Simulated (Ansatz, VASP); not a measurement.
# AlNi3 in VASP and in Ansatz

```
Al Ni
1.0
     0.00000    2.80189    2.80189
     2.80189    0.00000    2.80189
     2.80189    2.80189    0.00000
Al Ni
1 3
Direct
  0.50000 0.50000 0.50000
  0.25000 0.25000 0.25000
  0.00000 0.00000 0.00000
  0.75000 0.75000 0.75000
```

Alike in both runs: task single point; functional PBEsol; k mesh 7 × 7 × 7; occupations gaussian, width 0.05 eV; no spin polarisation.

|  | VASP | Ansatz |
| --- | --- | --- |
| version | VASP 6.6.1 | Ansatz 0.2.0 |
| potentials or method | VASP PAW PBE potentials, release 64 (Al, Ni), cutoff 520 eV | scalar-relativistic, plane waves, PAW |
| valence electrons in the cell | 33 | 57 |

|  | VASP | Ansatz | Ansatz less VASP |
| --- | --- | --- | --- |
| gap on the k mesh at the Fermi level (eV) | none | none | - |
| pressure (GPa) | -0.6 | -0.8 | -0.20 |

VASP's potentials were made for PBE, not for PBEsol. A gap of «none» marks a metal or a gap that the smearing closes. With one functional, cell and mesh, what is left measures potentials, basis and numerics. VASP's potentials hold 33 valence electrons a cell and Ansatz's 57, so a difference there can come from the potentials and not from the codes.
